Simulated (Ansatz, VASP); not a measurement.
## One calculation of Pb, two programs

INCAR

```
SYSTEM = Pb
PREC     = Accurate       ! precision mode
ENCUT    = 600            ! plane-wave cutoff, eV
EDIFF    = 1E-7           ! SCF threshold, eV
ISMEAR   = -1             ! smearing method
SIGMA    = 0.05           ! smearing width, eV
LREAL    = .False.        ! projectors in reciprocal space
LASPH    = .True.         ! aspherical terms in the spheres
NELM     = 80             ! most SCF steps
ALGO     = Normal         ! electronic algorithm
ISIF     = 3              ! what is computed and relaxed
LWAVE    = .False.        ! write WAVECAR
LCHARG   = .False.        ! write CHGCAR
GGA      = PS             ! functional
IBRION   = 2              ! ionic algorithm
NSW      = 80             ! ionic steps
EDIFFG   = -0.005         ! ionic threshold
```

KPOINTS

```
Automatic mesh
0
Gamma
  7 7 7
  0 0 0
```

POSCAR

```
Pb
1.0
    0.0000000000      3.4390000555      3.4390000555
    3.4390000555      0.0000000000      3.4390000555
    3.4390000555      3.4390000555      0.0000000000
Pb
2
Direct
    0.2500000000      0.2500000000      0.2500000000
    0.0000000000      0.0000000000      0.0000000000
```

Contents of input.yaml:

```yaml
crystal:
  lattice:
    - [0.0, 3.4390000555, 3.4390000555]
    - [3.4390000555, 0.0, 3.4390000555]
    - [3.4390000555, 3.4390000555, 0.0]
  atoms:
    - { symbol: Pb, position: [0.25, 0.25, 0.25] }
    - { symbol: Pb, position: [0.0, 0.0, 0.0] }
kpoints:
  mp_grid: { grid: [7, 7, 7] }
scf:
  occupations: { method: fermi_dirac, width: 0.05 }
hamiltonian:
  xc: pbesol
  pseudopotentials: { kind: all_electron, lapw: { basis_error: 0.001 } }
output:
  forces: true
  stress: true
relax:
  f_tol: 0.005
  max_steps: 60
  cell: {}
```

Alike in both runs: task relaxation of cell and atoms; functional PBEsol; k mesh 7 × 7 × 7; occupations fermi-dirac, width 0.05 eV; no spin polarisation.

```csv
,VASP,Ansatz
version,VASP 6.6.1,Ansatz 0.2.0
potentials or method,"VASP PAW PBE potentials, release 64 (Pb_d), cutoff 600 eV","all-electron LAPW, scalar-relativistic"
```

```tsv
	VASP	Ansatz	Ansatz less VASP
relaxed volume (Å³/atom)	41.23	41.27	+0.036
relaxed cell length with the largest relative difference (Å)	4.886	4.887	+0.0014
```

VASP's potentials were made for PBE, not for PBEsol. Ansatz ran all-electron here, and VASP with PAW potentials.

Spin-orbit coupling is off throughout.
